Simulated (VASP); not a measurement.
## Ca2SiN2: single point with PBE

The system is Ca2SiN2.

```
Ca Si N
1.0
     4.12640    0.00000    0.00000
     0.00000    4.12640    0.00000
     0.00000    0.00000    4.69951
Ca Si N
2 1 2
Direct
  0.00000 0.50000 0.00000
  0.50000 0.00000 0.00000
  0.50000 0.50000 0.50000
  0.50000 0.50000 0.88195
  0.50000 0.50000 0.11805
```

The cell was generated, and may not be a known phase.

```
Program             : VASP 6.6.1
Task                : single point
Functional          : PBE
Potentials or basis : VASP PAW PBE potentials, release 64 (Ca_sv, Si, N)
Cutoff              : 600 eV
k mesh              : 4 × 4 × 4
Occupations         : gaussian, width 0.1 eV
Spin                : no spin polarisation
```

```json
{"Pressure": "49.6 GPa", "Largest force": "20.934 eV/Å", "Band gap on the k mesh": "zero (bands 17 and 18 overlap by 1.15 eV)"}
```

Forces in eV/Å, atoms in the order of the input:
```
Ca    0.000   0.000   0.000
Ca    0.000   0.000   0.000
Si    0.000   0.000   0.000
N     0.000   0.000 -20.934
N     0.000   0.000  20.934
```

Stress tensor (GPa, compression positive):
```
43.27  0.00  0.00
 0.00 43.27  0.00
 0.00  0.00 62.34
```

Levels at points of the mesh, in eV from the Fermi level:
```tsv
k point	band 13	band 14	band 15	band 16	band 17	band 18	band 19	band 20	band 21	band 22
(0.00, 0.00, 0.00)	-7.92	-3.08	-2.85	-2.85	-0.99	0.15	1.09	1.09	2.55	4.31
(0.50, 0.00, 0.00)	-8.13	-2.75	-2.65	-1.68	-1.29	0.81	1.52	2.11	3.60	3.75
(0.50, 0.50, 0.00)	-10.50	-1.87	-1.87	-0.85	-0.85	-0.44	0.68	1.08	2.36	2.36
(0.00, 0.00, 0.50)	-7.83	-3.82	-3.82	-3.70	-1.40	0.22	3.26	3.57	3.57	3.76
(0.50, 0.00, 0.50)	-8.04	-3.67	-3.56	-2.84	0.12	2.09	2.35	3.01	3.25	3.50
(0.50, 0.50, 0.50)	-10.20	-3.05	-3.05	-2.07	-0.37	2.22	2.22	2.31	2.72	2.72
```

Wall time 69 s on 1 thread of Oxide Virtual Turin-like Processor (shared host), peak memory 0.2 GiB.

Caveat: the k points lie up to 0.38 Å⁻¹ apart, too coarse for converged energies and pressures of a metal; the standard files for N, O and F lose accuracy on very short bonds; forces of over 1 eV/Å act on the atoms, so gaps and moduli don't describe the material at rest.
